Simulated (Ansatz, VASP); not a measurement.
Ca: VASP beside Ansatz

The input INCAR:

```
ALGO = Normal ; EDIFF = 1E-6
ENCUT = 520 ; GGA = RE
ISIF = 2 ; ISMEAR = -1
LASPH = True ; LCHARG = False
LREAL = False ; LWAVE = False
NBANDS = 28 ; NELM = 80
PREC = Accurate ; SIGMA = 0.1
```

File KPOINTS:

```
k-points
0
Gamma
  10 10 3
```

The input POSCAR:

```
Ca
1.0
    4.0632371158      0.0000000000      0.0000000000
   -2.0316185579      3.5188665639      0.0000000000
    0.0000000000      0.0000000000     13.3163491941
Ca
4
Direct
    0.0000000000      0.0000000000      0.0000000000
    0.0000000000      0.0000000000      0.5000000000
    0.3333333333      0.6666666667      0.2500000000
    0.6666666667      0.3333333333      0.7500000000
```

Input for Ansatz:

```yaml
crystal:
  lattice:
    - [4.0632371158, 0.0, 0.0]
    - [-2.0316185579, 3.5188665639, 0.0]
    - [0.0, 0.0, 13.3163491941]
  atoms:
    - { symbol: Ca, position: [0.0, 0.0, 0.0] }
    - { symbol: Ca, position: [0.0, 0.0, 0.5] }
    - { symbol: Ca, position: [0.3333333333, 0.6666666667, 0.25] }
    - { symbol: Ca, position: [0.6666666667, 0.3333333333, 0.75] }
hamiltonian:
  xc: revpbe
  pseudopotentials:
    kind: paw
    azcp:
      Ca: "pseudopotentials/Ca.paw.azcp"
basis:
  ecutwfc: 420
  fft_grid_basis: typed
kpoints:
  mp_grid: { grid: [10, 10, 3], shift: [0, 0, 0] }
magnetization:
  spin_polarized: false
scf:
  occupations: { method: fermi_dirac, width: 0.1 }
  lower_state_search: "off"
output:
  stress: true
```

Alike in both runs: task single point; functional revPBE; k mesh 10 × 10 × 3; occupations fermi-dirac, width 0.1 eV; no spin polarisation.

|  | VASP | Ansatz |
| --- | --- | --- |
| version | VASP 6.6.1 | Ansatz 0.2.0 |
| potentials or method | VASP PAW PBE potentials, release 64 (Ca_sv), cutoff 520 eV | plane waves (420 eV) with PAW, scalar-relativistic |
| valence electrons in the cell | 40 | 40 |

```csv
,VASP,Ansatz,Ansatz less VASP
pressure (GPa),-1.1,-1.1,0.00
```

VASP's potentials were made for PBE, not for revPBE.
